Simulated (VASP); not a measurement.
Input of a VASP 6.6.1 run:

INCAR

```
PREC     = Accurate       # precision mode
ENCUT    = 520            # plane-wave cutoff, eV
EDIFF    = 1E-7           # SCF threshold, eV
ISMEAR   = -1             # smearing method
SIGMA    = 0.05           # smearing width, eV
LREAL    = F              # projectors in reciprocal space
LASPH    = T              # aspherical terms in the spheres
NELM     = 80             # most SCF steps
ALGO     = Normal         # electronic algorithm
ISIF     = 2              # what is computed and relaxed
LWAVE    = F              # write WAVECAR
LCHARG   = F              # write CHGCAR
GGA      = PE             # functional
NBANDS   = 16             # bands
```

File KPOINTS:

```
regular mesh
0
Gamma
  9 9 9
```

POSCAR

```
NbSi
1.0
    0.0000000000      2.5390442493      2.5390442493
    2.5390442493      0.0000000000      2.5390442493
    2.5390442493      2.5390442493      0.0000000000
Nb Si
1 1
Direct
    0.0000000000      0.0000000000      0.0000000000
    0.5000000000      0.5000000000      0.5000000000
```

Potentials or basis: VASP PAW PBE potentials, release 64 (Nb_sv, Si).

Command:

```console
$ cat potpaw_PBE.64/Nb_sv/POTCAR potpaw_PBE.64/Si/POTCAR > POTCAR
$ mpirun -np 1 vasp_std > vasp.out
```

(1) What does it give for the pressure?

Answers

(1) 6.4 GPa.
